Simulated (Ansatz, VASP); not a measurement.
One calculation of MgO2, two programs

```
Mg O
1.0
     4.83417    0.00000    0.00000
     0.00000    4.83417    0.00000
     0.00000    0.00000    4.83417
Mg O
4 8
Cartesian
  0.0000 2.4171 2.4171
  2.4171 2.4171 0.0000
  2.4171 0.0000 2.4171
  0.0000 0.0000 0.0000
  1.9877 0.4294 4.4048
  0.4294 4.4048 1.9877
  4.4048 1.9877 0.4294
  2.8465 2.8465 2.8465
  1.9877 1.9877 1.9877
  0.4294 2.8465 4.4048
  4.4048 0.4294 2.8465
  2.8465 4.4048 0.4294
```

Alike in both runs: task single point; functional r2SCAN; k mesh 6 × 6 × 6; occupations gaussian, width 0.05 eV; no spin polarisation.

|  | VASP | Ansatz |
| --- | --- | --- |
| version | VASP 6.6.1 | Ansatz 0.2.0 |
| potentials or method | VASP PAW PBE potentials, release 64 (Mg, O), cutoff 520 eV | scalar-relativistic, plane waves, PAW |
| valence electrons in the cell | 56 | 88 |

Ansatz gave:

- gap on the k mesh at the Fermi level (eV): 4.71
- least direct gap on the mesh (eV): 4.84
- pressure (GPa): 0.0
- rms of the force components (eV/Å): 0.001

**Question.** Estimate VASP's values.

**Answer.** gap on the k mesh at the Fermi level (eV): 4.68; least direct gap on the mesh (eV): 4.81; pressure (GPa): -0.3; rms of the force components (eV/Å): 0.129.

VASP's potentials were made for PBE, not for r2SCAN. Atom by atom the forces differ by 0.128 eV/Å (rms over components). One of these differences is far larger than is usual between the two programs; its cause wasn't traced. VASP's potentials hold 56 valence electrons a cell and Ansatz's 88, so a difference there can come from the potentials and not from the codes.
